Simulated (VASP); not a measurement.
# AlN (gw) (R3m) in VASP: single point with PBEsol

Aim: the single point of AlN (gw) with PBEsol.

Everything below comes from runs of VASP 6.6.1. Logs are shortened: lines on timing, memory, paths and dates and some standing lists are left out, and cuts for length are marked.

**1. The cell of the first run**

It takes space group R3m (No. 160, trigonal). The conventional cell has a = 3.049 Å, b = 3.049 Å, c = 7.624 Å, α = 90.00°, β = 90.00°, γ = 120.00°. Al (site symmetry 3m) has 4 N at 1.88 to 1.89 Å within 2.5 Å. N (site symmetry 3m) has 4 Al at 1.88 to 1.89 Å within 2.5 Å.

**2. Single point, PBEsol**

INCAR

```
SYSTEM = AlN
PREC     = Accurate       ! precision mode
ENCUT    = 600            ! plane-wave cutoff, eV
EDIFF    = 1E-6           ! SCF threshold, eV
ISMEAR   = 0              ! smearing method
SIGMA    = 0.01           ! smearing width, eV
LREAL    = .False.        ! projectors in reciprocal space
LASPH    = .True.         ! aspherical terms in the spheres
NELM     = 120            ! most SCF steps
ALGO     = Normal         ! electronic algorithm
ISIF     = 2              ! what is computed and relaxed
LWAVE    = .False.        ! write WAVECAR
LCHARG   = .True.         ! write CHGCAR
GGA      = PS             ! functional
LELF     = .True.         ! ELF
LVHAR    = .True.       
NBANDS   = 11             ! bands
GGA_COMPAT= .False.
```

KPOINTS

```
regular mesh
0
Gamma
  6 6 6
  0 0 0
```

POSCAR

```
AlN
1.0
    0.0300598924      2.1859194476      2.1859194476
    2.1859194476      0.0300598924      2.1859194476
    2.1859194476      2.1859194476      0.0300598924
Al N
1 1
Direct
    0.0010214828      0.0010214828      0.0010214828
    0.2489785172      0.2489785172      0.2489785172
```

Potentials or basis: VASP PAW PBE potentials, release 64 (Al, N).

The run is started by

```console
$ cat potpaw_PBE.64/Al/POTCAR potpaw_PBE.64/N/POTCAR > POTCAR
$ mpirun -np 1 vasp_std > vasp.out
```

OUTCAR:

```text
SYSTEM = AlN
   PREC = Accurate
   ENCUT = 600
   EDIFF = 1E-6
   ISMEAR = 0
   LREAL = .False.
   LASPH = .True.
   NELM = 120
   ISIF = 2
   GGA = PS

 ion  position               nearest neighbor table
   1  0.001  0.001  0.001-   2 1.88   2 1.88   2 1.88   2 1.89
   2  0.249  0.249  0.249-   1 1.88   1 1.88   1 1.88   1 1.89

  LATTYP: Found a trigonal (rhomboedric) cell.
 ALAT       =     3.0915030745
 COS(alpha) =     0.5137030289

  Lattice vectors:

 A1 = (   0.0300598924,   2.1859194476,   2.1859194476)
 A2 = (   2.1859194476,   0.0300598924,   2.1859194476)
 A3 = (   2.1859194476,   2.1859194476,   0.0300598924)

Analysis of symmetry for initial positions (statically):
=====================================================================
 Subroutine PRICEL returns:
 Original cell was already a primitive cell.

 Routine SETGRP: Setting up the symmetry group for a
 trigonal (rhombohedral) supercell.

 Subroutine GETGRP returns: Found  6 space group operations
 (whereof  6 operations were pure point group operations)
 out of a pool of 12 trial point group operations.

The static configuration has the point symmetry C_3v.

Analysis of symmetry for dynamics (positions and initial velocities):
=====================================================================
 Subroutine PRICEL returns:
 Original cell was already a primitive cell.

 Routine SETGRP: Setting up the symmetry group for a
 trigonal (rhombohedral) supercell.

 Subroutine GETGRP returns: Found  6 space group operations
 (whereof  6 operations were pure point group operations)
 out of a pool of 12 trial point group operations.

The dynamic configuration has the point symmetry C_3v.

 Subroutine INISYM returns: Found  6 space group operations
 (whereof  6 operations are pure point group operations),
 and found     1 'primitive' translations

----------------------------------------------------------------------------------------

                                     Primitive cell

  volume of cell :      20.4588

  direct lattice vectors                    reciprocal lattice vectors
     0.030059892  2.185919448  2.185919448    -0.233509842  0.230342267  0.230342267
     2.185919448  0.030059892  2.185919448     0.230342267 -0.233509842  0.230342267
     2.185919448  2.185919448  0.030059892     0.230342267  0.230342267 -0.233509842

  length of vectors
     3.091503075  3.091503075  3.091503075     0.400801654  0.400801654  0.400801654

  position of ions in fractional coordinates (direct lattice)
     0.001021483  0.001021483  0.001021483
     0.248978517  0.248978517  0.248978517

  ion indices of the primitive-cell ions
   primitive index   ion index
                 1           1
                 2           2

----------------------------------------------------------------------------------------

 KPOINTS: regular mesh

Automatic generation of k-mesh.
 Grid dimensions read from file:
 generate k-points for:    6    6    6

 Generating k-lattice:

  Cartesian coordinates                     Fractional coordinates (reciprocal lattice)
    -0.038918307  0.038390378  0.038390378     0.166666667  0.000000000  0.000000000
     0.038390378 -0.038918307  0.038390378     0.000000000  0.166666667  0.000000000
     0.038390378  0.038390378 -0.038918307     0.000000000  0.000000000  0.166666667

  Length of vectors
     0.066800276  0.066800276  0.066800276

  Shift w.r.t. Gamma in fractional coordinates (k-lattice)
     0.000000000  0.000000000  0.000000000

 Subroutine IBZKPT returns following result:
 ===========================================

 Found     32 irreducible k-points:

 Following reciprocal coordinates:
            Coordinates               Weight
  0.000000  0.000000  0.000000      1.000000
  0.166667 -0.000000 -0.000000      6.000000
  0.333333 -0.000000 -0.000000      6.000000
  0.500000  0.000000  0.000000      3.000000
  0.166667  0.166667 -0.000000      6.000000
  0.333333  0.166667 -0.000000     12.000000
[... 16 lines left out ...]
  0.500000  0.500000  0.166667      6.000000
 -0.333333  0.500000  0.166667     12.000000
 [... further k-points ...]
   k-points           NKPTS =     32   k-points in BZ     NKDIM =     32   number of bands    NBANDS=     11
   number of dos      NEDOS =    301   number of ions     NIONS =      2
   total plane-waves  NPLWV =  21952
   dimension x,y,z NGX =    28 NGY =   28 NGZ =   28
   dimension x,y,z NGXF=    56 NGYF=   56 NGZF=   56
   ions per type =               1   1
   NGX,Y,Z   is equivalent  to a cutoff of  15.06, 15.06, 15.06 a.u.
   NGXF,Y,Z  is equivalent  to a cutoff of  30.11, 30.11, 30.11 a.u.
 SYSTEM =  AlN
   PREC   = accura    normal or accurate (medium, high low for compatibility)
   ISTART =      0    job   : 0-new  1-cont  2-samecut
   ICHARG =      2    charge: 1-file 2-atom 10-const
   ISPIN  =      1    spin polarized calculation?
   LNONCOLLINEAR =      F non collinear calculations
   LSORBIT =      F    spin-orbit coupling
   LASPH  =      T    aspherical Exc in radial PAW
   ENCUT  =  600.0 eV  44.10 Ry    6.64 a.u.   6.17  6.17  6.17*2*pi/ulx,y,z
   NELM   =    120;   NELMIN=  2; NELMDL= -5     # of ELM steps
   EDIFF  = 0.1E-05   stopping-criterion for ELM
   LREAL  =      F    real-space projection
   EDIFFG = 0.1E-04   stopping-criterion for IOM
   NSW    =      0    number of steps for IOM
   IBRION =     -1    ionic relax: 0-MD 1-quasi-New 2-CG
   NFREE  =      0    steps in history (QN), initial steepest desc. (CG)
   ISIF   =      2    stress and relaxation
   ISYM   =      2    0-nonsym 1-usesym 2-fastsym
   POTIM  = 0.5000    time-step for ionic-motion
   TEBEG  =    0.0;   TEEND  =   0.0 temperature during run
   PSTRESS=    0.0 pullay stress
   NELECT =       8.0000    total number of electrons
   NUPDOWN=      -1.0000    fix difference up-down
   EMIN   =  10.00;   EMAX   =-10.00  energy-range for DOS
   EFERMI =   0.00;   METHOD = LEGACY
   ISMEAR =     0;   SIGMA  =   0.01  broadening in eV -4-tet -1-fermi 0-gaus
   EFERMI_NEDOS =   21; number of points for ismear=-14 and -15
   IALGO  =     38    algorithm
   IMIX   =      4    mixing-type and parameters
     AMIX     =   0.40;   BMIX     =  1.00
     AMIX_MAG =   1.60;   BMIX_MAG =  1.00
  volume/ion in A,a.u.               =      10.23        69.03
  Fermi-wavevector in a.u.,A,eV,Ry     =   1.197139  2.262264 19.499071  1.433141
  Thomas-Fermi vector in A             =   2.333061
   LORBIT       =      0    0 simple, 1 ext, 2 COOP (PROOUT), +10 PAW based schemes
   GGA     = PS    functional components
   LHFCALC =     F    Hartree Fock is set to
   AEXX    =    0.0000 exact exchange contribution
   IVDW    =     0    specifies the selected vdW correction
   LEPSILON=     F    determine dielectric tensor
   LRPA    =     F    only Hartree local field effects (RPA)
 non-spin polarized calculation
 Gauss-broadening in eV      SIGMA  =   0.01
  energy-cutoff  :      600.00
  volume of cell :       20.46
 maximum number of plane-waves:       696
 NGX is ok and might be reduce to    28
   NGX = 13   NGY = 13   NGZ = 13

 number of electron       8.0000000 magnetization

 Free energy of the ion-electron system (eV)
  ---------------------------------------------------
  ext. energy  EPLUGINS =         0.00000000
  ---------------------------------------------------
  free energy    TOTEN  =       -15.59569281 eV

  energy without entropy =      -15.59569281  energy(sigma->0) =      -15.59569281

 E-fermi :   6.2868     XC(G=0): -11.2093

 val. band max:        6.1206179448   @ k =   0.0000   0.0000   0.0000
 cond. band min:       9.2402598039   @ k =   0.5000   0.5000   0.0000
 fundamental gap:      3.1196418591
 Fermi energy:         6.2868270178

 k-point     1 :       0.0000    0.0000    0.0000
  band No.  band energies     occupation
      1      -9.0122      2.00000
      2       5.9273      2.00000
      3       6.1206      2.00000
      4       6.1206      2.00000
      5      10.3336      0.00000
      6      18.3480      0.00000
      7      18.8876      0.00000
      8      18.8876      0.00000
      9      23.7794      0.00000
     10      23.7794      0.00000
     11      25.0678      0.00000

 k-point     2 :       0.1667   -0.0000   -0.0000
  band No.  band energies     occupation
      1      -8.5961      2.00000
      2       4.2181      2.00000
      3       5.8210      2.00000
      4       5.9742      2.00000
      5      11.7349      0.00000
      6      17.8557      0.00000
      7      18.6351      0.00000
      8      18.9939      0.00000
      9      21.7773      0.00000
     10      22.0613      0.00000
     11      23.7065      0.00000

 k-point     3 :       0.3333   -0.0000   -0.0000
  band No.  band energies     occupation
      1      -7.5561      2.00000
      2       1.4523      2.00000
      3       5.5897      2.00000
      4       5.7099      2.00000
      5      13.0814      0.00000
      6      16.5181      0.00000
      7      17.6295      0.00000
      8      17.8600      0.00000
      9      23.3257      0.00000
     10      23.4947      0.00000
     11      23.9157      0.00000

 k-point     4 :       0.5000    0.0000    0.0000
  band No.  band energies     occupation
      1      -6.8439      2.00000
      2       0.0911      2.00000
      3       5.4861      2.00000
      4       5.5897      2.00000
      5      13.4397      0.00000
      6      15.9204      0.00000
      7      17.0218      0.00000
      8      17.2526      0.00000
      9      24.1226      0.00000
     10      25.9990      0.00000
     11      26.5734      0.00000
[... 239 lines left out ...]
 k-point    22 :      -0.1667    0.3333    0.1667
  band No.  band energies     occupation
      1      -6.8166      2.00000
      2       1.6598      2.00000
      3       3.7027      2.00000
      4       4.7790      2.00000
      5      12.3947      0.00000
      6      16.3923      0.00000
      7      17.0617      0.00000
      8      19.5893      0.00000
      9      21.8543      0.00000
     10      26.2297      0.00000
     11      29.3233      0.00000

 k-point    23 :       0.5000    0.5000    0.1667
  band No.  band energies     occupation
      1      -6.4420      2.00000
      2       1.4100      2.00000
      3       3.3924      2.00000
      4       4.6345      2.00000
      5      10.6958      0.00000
      6      15.6787      0.00000
      7      19.1653      0.00000
      8      20.8734      0.00000
      9      21.4179      0.00000
     10      27.7165      0.00000
     11      30.2488      0.00000

 k-point    24 :      -0.3333    0.5000    0.1667
  band No.  band energies     occupation
      1      -6.1619      2.00000
      2       1.6566      2.00000
      3       3.1944      2.00000
      4       3.4962      2.00000
      5      11.2201      0.00000
      6      16.3736      0.00000
      7      19.0335      0.00000
      8      19.3249      0.00000
      9      22.7558      0.00000
     10      26.3625      0.00000
     11      30.8708      0.00000

 [... further k-points ...]
[... 5 lines left out ...]
  --------------------------------------------------------------------------------------
  -------------------------------------------------------------------------------------
  Total        0.6496807      0.6496807      0.6496807     -0.3336914     -0.3336914     -0.3336914
  in kB       50.8779488     50.8779488     50.8779488    -26.1321145    -26.1321145    -26.1321145
  external PRESSURE =      50.8779488 kB  Pullay stress =       0.0000000 kB

 VOLUME and BASIS-vectors are now :
 -----------------------------------------------------------------------------
  energy-cutoff  :      600.00
  volume of cell :       20.46
      direct lattice vectors                 reciprocal lattice vectors
     0.030059892  2.185919448  2.185919448    -0.233509842  0.230342267  0.230342267
     2.185919448  0.030059892  2.185919448     0.230342267 -0.233509842  0.230342267
     2.185919448  2.185919448  0.030059892     0.230342267  0.230342267 -0.233509842

 POSITION                                       TOTAL-FORCE (eV/Angst)
 -----------------------------------------------------------------------------------
      0.00450      0.00450      0.00450         0.000394      0.000394      0.000394
      1.09598      1.09598      1.09598        -0.000394     -0.000394     -0.000394
 -----------------------------------------------------------------------------------
    total drift:                                0.000024      0.000024      0.000024

  FREE ENERGIE OF THE ION-ELECTRON SYSTEM (eV)
  ---------------------------------------------------
  free  energy   TOTEN  =       -15.5956928098 eV

  energy  without entropy=      -15.5956928098  energy(sigma->0) =      -15.59569281
```

It took 14 s on 1 thread of AMD EPYC 7R13, shared host; peak memory 0.12 GiB.

What came out:

| Property | Result |
| --- | --- |
| Free energy | -15.5957 eV |
| Pressure | 5.1 GPa |
| Band gap on the k mesh | 3.12 eV, indirect (least direct gap 4.21 eV) |

Levels at points of the mesh, in eV from the valence-band top:
| k point | band 2 | band 3 | band 4 | band 5 | band 6 | band 7 |
| --- | --- | --- | --- | --- | --- | --- |
| (0.00, 0.00, 0.00) | -0.19 | 0.00 | 0.00 | 4.21 | 12.23 | 12.77 |
| (0.50, 0.00, 0.00) | -6.03 | -0.63 | -0.53 | 7.32 | 9.80 | 10.90 |
| (0.50, 0.50, 0.00) | -5.07 | -1.98 | -1.77 | 3.12 | 8.53 | 14.03 |
| (0.50, 0.50, 0.50) | -6.15 | -0.44 | -0.44 | 7.56 | 9.80 | 11.31 |

Caveat: the PAW data sets were made with another functional, which shifts forces and pressure a little.
